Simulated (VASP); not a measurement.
Runs of VASP 6.6.1 on Te. The structure is that of space group R-3m (No. 166), or close to it. The cells are those of the table. 

```tsv
level	potentials or basis	spin	fixed moment (μB)	cell	cutoff (eV)	smearing	gap on the mesh (eV)	pressure (GPa)
PBE	VASP PAW PBE potentials, release 64 (Te)	off	-	a = 3.112 Å, angles 94.0°, 1 atom	520	fermi-dirac 0.05 eV	none	5.3
pbesol exchange, pbe correlation	VASP PAW PBE potentials, release 64 (Te)	collinear	1.0	a = 3.196 Å, angles 94.0°, 1 atom	500	gaussian 0.05 eV	-	1.4
revpbe exchange, lda correlation	VASP PAW PBE potentials, release 64 (Te)	off	-	a = 3.154 Å, angles 94.0°, 1 atom	500	gaussian 0.15 eV	none	(a)
LDA	VASP PAW LDA potentials, release 64 (Te)	off	-	a = 3.154 Å, angles 94.0°, 1 atom	520	tetrahedron	none	-1.2
PBE	VASP PAW PBE potentials, release 64 (Te)	off	-	a = 3.147, b = 3.116, c = 3.188 Å, angles 92.6, 92.6, 93.2°, 1 atom	520	fermi-dirac 0.05 eV	none	(b)
```

Alike in all rows: task single point; k mesh 9 × 9 × 9.

Fill in the values left out.

(a) 9.9; (b) 2.9.

Caveats: spin-orbit coupling is left out, which moves the levels of the heavy elements; the cell stands under pressure (at least some runs); the PAW data sets were made with another functional, which shifts forces and pressure a little (at least some runs); the total moment is fixed, so each spin has its own Fermi level (at least some runs); tetrahedron occupations give inexact forces and stress in metals (at least some runs).

A k mesh can miss the band edges, and the runs leave out spin-orbit coupling on Te.

A gap of «none» marks levels without a gap at the run's occupations.
